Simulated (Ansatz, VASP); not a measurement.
**One calculation of LuAuC6, two programs**

File INCAR:

```
SYSTEM = LuAuC6
ALGO = Normal
EDIFF = 1E-6
EDIFFG = -0.04
ENCUT = 600
GGA = PE
IBRION = 2
ISIF = 3
ISMEAR = 0
LASPH = .TRUE.
LCHARG = .FALSE.
LREAL = .FALSE.
LWAVE = .FALSE.
NELM = 60
NSW = 90
PREC = Accurate
SIGMA = 0.1
```

Contents of KPOINTS:

```
k-points
0
G
  4 4 2
  0 0 0
```

File POSCAR:

```
LuAuC6
1.0
    4.0862138800      0.0000000000      0.0000000000
    0.0000000000      4.0862138800      0.0000000000
    0.0000000000      0.0000000000      7.9419356200
Lu C Au
1 6 1
Direct
    0.0000000000      0.0000000000      0.5000000000
    0.5000000000      0.5000000000      0.3519619100
    0.5000000000      0.5000000000      0.6480380900
    0.0000000000      0.5000000000      0.1676982600
    0.0000000000      0.5000000000      0.8323017400
    0.5000000000      0.0000000000      0.1676982600
    0.5000000000      0.0000000000      0.8323017400
    0.0000000000      0.0000000000      0.0000000000
```

Input for Ansatz:

```yaml
crystal:
  lattice:
    - [4.08621388, 0.0, 0.0]
    - [0.0, 4.08621388, 0.0]
    - [0.0, 0.0, 7.94193562]
  atoms:
    - { symbol: Lu, position: [0.0, 0.0, 0.5] }
    - { symbol: C, position: [0.5, 0.5, 0.35196191] }
    - { symbol: C, position: [0.5, 0.5, 0.64803809] }
    - { symbol: C, position: [0.0, 0.5, 0.16769826] }
    - { symbol: C, position: [0.0, 0.5, 0.83230174] }
    - { symbol: C, position: [0.5, 0.0, 0.16769826] }
    - { symbol: C, position: [0.5, 0.0, 0.83230174] }
    - { symbol: Au, position: [0.0, 0.0, 0.0] }
basis:
  ecutwfc: 420
kpoints:
  mp_grid: { grid: [4, 4, 2] }
hamiltonian:
  xc: pbe
scf:
  occupations: { method: gaussian, width: 0.1 }
  lower_state_search: "off"
output:
  forces: true
  stress: true
  eigenvalues: true
relax:
  adjacent_minimum: "off"
  f_tol: 0.04
  max_steps: 70
  cell: { stress_tol: 0.4 }
```

Change from the starting cell: species swapped into the CeAl6Pd type (P4/mmm, No. 123).

Alike in both runs: task relaxation of cell and atoms; functional PBE; k mesh 4 × 4 × 2; occupations gaussian, width 0.1 eV; no spin polarisation.

|  | VASP | Ansatz |
| --- | --- | --- |
| version | VASP 6.6.1 | Ansatz 0.2.0 |
| potentials or method | VASP PAW PBE potentials, release 64 (Lu, C, Au), cutoff 600 eV | scalar-relativistic, plane waves, PAW |
| valence electrons in the cell | 60 | 68 |

Ansatz gave:

* gap on the k mesh at the Fermi level, each at its own relaxed structure (eV): none
* relaxed volume (Å³/atom): 9.75
* relaxed cell length with the largest relative difference (Å): 6.606

Problem. Which values does VASP return?

Solution. gap on the k mesh at the Fermi level, each at its own relaxed structure (eV): none; relaxed volume (Å³/atom): 9.86; relaxed cell length with the largest relative difference (Å): 5.988.

A gap of «none» marks a metal or a gap that the smearing closes. One of these differences is far larger than is usual between the two programs; its cause wasn't traced. VASP's potentials hold 60 valence electrons a cell and Ansatz's 68, so a difference there can come from the potentials and not from the codes.

The k mesh is coarse, so the values compare programs but aren't converged. Neither program's run includes spin-orbit coupling. Noted on VASP's run: the volume moved by over 15 % at a fixed basis, so the end points are rough.
